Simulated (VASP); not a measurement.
# CaO (Fm-3m) in VASP: further runs, part 2 of 2

VASP 6.6.1. Earlier steps stand in the parts before.

### 3 Single point, r2SCAN

This run uses another cell than the first one, of 14.69 Å³/atom, 1.025 times its volume.

POSCAR reads:

```
CaO
1.0
    0.0000000000      2.4489986189      2.4489986189
    2.4489986189      0.0000000000      2.4489986189
    2.4489986189      2.4489986189      0.0000000000
Ca O
1 1
Direct
    0.5000000000      0.5000000000      0.5000000000
    0.0000000000      0.0000000000      0.0000000000
```

INCAR.step1 reads:

```
SYSTEM = CaO
PREC = Accurate
ENCUT = 520
ISMEAR = 0
SIGMA = 0.05
LREAL = .False.
LASPH = .True.
NELM = 60
NBANDS = 15
GGA = PE
ALGO = Normal
EDIFF = 1E-4
LWAVE = .True.
LCHARG = .False.
```

INCAR.step2 reads:

```
SYSTEM = CaO
PREC = Accurate
ENCUT = 520
EDIFF = 1E-7
ISMEAR = 0
SIGMA = 0.05
LREAL = .False.
LASPH = .True.
NELM = 60
ALGO = Normal
ISIF = 2
LWAVE = .False.
LCHARG = .False.
METAGGA = R2SCAN
LMIXTAU = .True.
NBANDS = 15
ISTART = 1
```

KPOINTS reads:

```
Automatic mesh
0
Gamma
  8 8 8
  0 0 0
```

Potentials or basis: VASP PAW PBE potentials, release 64 (Ca_sv, O).

The run is started by

```console
$ cat potpaw_PBE.64/Ca_sv/POTCAR potpaw_PBE.64/O/POTCAR > POTCAR
$ cp INCAR.step1 INCAR
$ mpirun -np 1 vasp_std > vasp.out
$ cp INCAR.step2 INCAR
$ mpirun -np 1 vasp_std > vasp.out
```

OUTCAR:

```text
SYSTEM = CaO
   PREC = Accurate
   ENCUT = 520
   EDIFF = 1E-7
   ISMEAR = 0
   LREAL = .False.
   LASPH = .True.
   NELM = 60
   ISIF = 2
   METAGGA = R2SCAN
   ISTART = 1

 ion  position               nearest neighbor table
   1  0.500  0.500  0.500-   2 2.45   2 2.45   2 2.45   2 2.45   2 2.45   2 2.45
   2  0.000  0.000  0.000-   1 2.45   1 2.45   1 2.45   1 2.45   1 2.45   1 2.45

  LATTYP: Found a face centered cubic cell.
 ALAT       =     4.8979972378

  Lattice vectors:

 A1 = (   0.0000000000,   2.4489986189,   2.4489986189)
 A2 = (   2.4489986189,   0.0000000000,   2.4489986189)
 A3 = (   2.4489986189,   2.4489986189,   0.0000000000)

Analysis of symmetry for initial positions (statically):
=====================================================================
 Subroutine PRICEL returns:
 Original cell was already a primitive cell.

 Routine SETGRP: Setting up the symmetry group for a
 face centered cubic supercell.

 Subroutine GETGRP returns: Found 48 space group operations
 (whereof 48 operations were pure point group operations)
 out of a pool of 48 trial point group operations.

The static configuration has the point symmetry O_h .

Analysis of symmetry for dynamics (positions and initial velocities):
=====================================================================
 Subroutine PRICEL returns:
 Original cell was already a primitive cell.

 Routine SETGRP: Setting up the symmetry group for a
 face centered cubic supercell.

 Subroutine GETGRP returns: Found 48 space group operations
 (whereof 48 operations were pure point group operations)
 out of a pool of 48 trial point group operations.

The dynamic configuration has the point symmetry O_h .

 Subroutine INISYM returns: Found 48 space group operations
 (whereof 48 operations are pure point group operations),
 and found     1 'primitive' translations

----------------------------------------------------------------------------------------

[... 116 lines left out ...]
   LORBIT       =      0    0 simple, 1 ext, 2 COOP (PROOUT), +10 PAW based schemes
   METAGGA = R2SCAN    functional components
   LHFCALC =     F    Hartree Fock is set to
   AEXX    =    0.0000 exact exchange contribution
   IVDW    =     0    specifies the selected vdW correction
   LEPSILON=     F    determine dielectric tensor
   LRPA    =     F    only Hartree local field effects (RPA)
 non-spin polarized calculation
 Gauss-broadening in eV      SIGMA  =   0.05
  energy-cutoff  :      520.00
  volume of cell :       29.38
 maximum number of plane-waves:       817
 NGX is ok and might be reduce to    28
   NGX = 13   NGY = 13   NGZ = 13

 number of electron      16.0000005 magnetization

 Free energy of the ion-electron system (eV)
  ---------------------------------------------------
  ext. energy  EPLUGINS =         0.00000000
  ---------------------------------------------------
  free energy    TOTEN  =       -19.42676940 eV

  energy without entropy =      -19.42676940  energy(sigma->0) =      -19.42676940

 E-fermi :   1.9316     XC(G=0): -10.7786

 val. band max:        1.7085723384   @ k =   0.0000   0.0000   0.0000
 cond. band min:       5.9035493190   @ k =   0.5000   0.5000   0.0000
 fundamental gap:      4.1949769807
 Fermi energy:         1.9316083540

 k-point     1 :       0.0000    0.0000    0.0000
  band No.  band energies     occupation
      1     -37.5949      2.00000
      2     -17.5219      2.00000
      3     -17.5219      2.00000
      4     -17.5219      2.00000
      5     -14.6572      2.00000
      6       1.7086      2.00000
      7       1.7086      2.00000
      8       1.7086      2.00000
      9       6.6737      0.00000
     10       8.4137      0.00000
     11       8.4138      0.00000
     12       8.4138      0.00000
     13       9.9133      0.00000
     14       9.9133      0.00000
[... 401 lines left out ...]
      2     -18.2755      2.00000
      3     -17.7153      2.00000
      4     -17.6243      2.00000
      5     -13.8575      2.00000
      6      -0.2288      2.00000
      7       0.6452      2.00000
      8       0.7349      2.00000
      9       8.8584      0.00000
     10       8.9417      0.00000
     11      10.8219      0.00000
     12      10.9466      0.00000
     13      12.2277      0.00000
     14      13.8797      0.00000
     15      15.8308      0.00000

 [... further k-points ...]
[... 5 lines left out ...]
  --------------------------------------------------------------------------------------
  -------------------------------------------------------------------------------------
  Total       -1.0428440     -1.0428440     -1.0428440      0.0000000      0.0000000      0.0000000
  in kB      -56.8766883    -56.8766883    -56.8766883      0.0000000      0.0000000      0.0000000
  external PRESSURE =     -56.8766883 kB  Pullay stress =       0.0000000 kB

 VOLUME and BASIS-vectors are now :
 -----------------------------------------------------------------------------
  energy-cutoff  :      520.00
  volume of cell :       29.38
      direct lattice vectors                 reciprocal lattice vectors
     0.000000000  2.448998619  2.448998619    -0.204165080  0.204165080  0.204165080
     2.448998619  0.000000000  2.448998619     0.204165080 -0.204165080  0.204165080
     2.448998619  2.448998619  0.000000000     0.204165080  0.204165080 -0.204165080

 POSITION                                       TOTAL-FORCE (eV/Angst)
 -----------------------------------------------------------------------------------
      2.44900      2.44900      2.44900        -0.000000      0.000000      0.000000
      0.00000      0.00000      0.00000         0.000000     -0.000000     -0.000000
 -----------------------------------------------------------------------------------
    total drift:                                0.000000      0.000000      0.000000

  FREE ENERGIE OF THE ION-ELECTRON SYSTEM (eV)
  ---------------------------------------------------
  free  energy   TOTEN  =       -19.4267693989 eV

  energy  without entropy=      -19.4267693989  energy(sigma->0) =      -19.42676940
```

OSZICAR.step1:

```text
N       E                     dE             d eps       ncg     rms          rms(c)
DAV:   1     0.107921775505E+03    0.10792E+03   -0.80722E+03   870   0.106E+03
DAV:   2    -0.887085256391E+01   -0.11679E+03   -0.10919E+03  1067   0.278E+02
DAV:   3    -0.144367076411E+02   -0.55659E+01   -0.55334E+01  1410   0.556E+01
DAV:   4    -0.145064012184E+02   -0.69694E-01   -0.69622E-01  1001   0.502E+00
DAV:   5    -0.145070271271E+02   -0.62591E-03   -0.62589E-03  1106   0.451E-01    0.857E+00
DAV:   6    -0.128871098683E+02    0.16199E+01   -0.53708E+00   941   0.218E+01    0.377E+00
DAV:   7    -0.127983711868E+02    0.88739E-01   -0.42572E-01   954   0.660E+00    0.183E+00
DAV:   8    -0.127954774413E+02    0.28937E-02   -0.78314E-02  1101   0.303E+00    0.412E-01
DAV:   9    -0.127942356347E+02    0.12418E-02   -0.41757E-03   912   0.534E-01    0.115E-01
DAV:  10    -0.127949449971E+02   -0.70936E-03   -0.79265E-04  1010   0.247E-01    0.520E-02
DAV:  11    -0.127949190806E+02    0.25916E-04   -0.38725E-05   806   0.822E-02
   1 F= -.12794919E+02 E0= -.12794919E+02  d E =-.831453E-19
```

Wall time 66 s (1 thread of Intel Xeon Platinum 8259CL at 2.50GHz (Skylake/Cascade Lake), shared host); peak memory 0.17 GiB.

What came out:

```
Free energy            : -19.4268 eV
Pressure               : -5.7 GPa
Band gap on the k mesh : 4.19 eV, indirect (least direct gap 4.58 eV)
```

Caveat: the PAW data sets were made with another functional, which shifts forces and pressure a little.
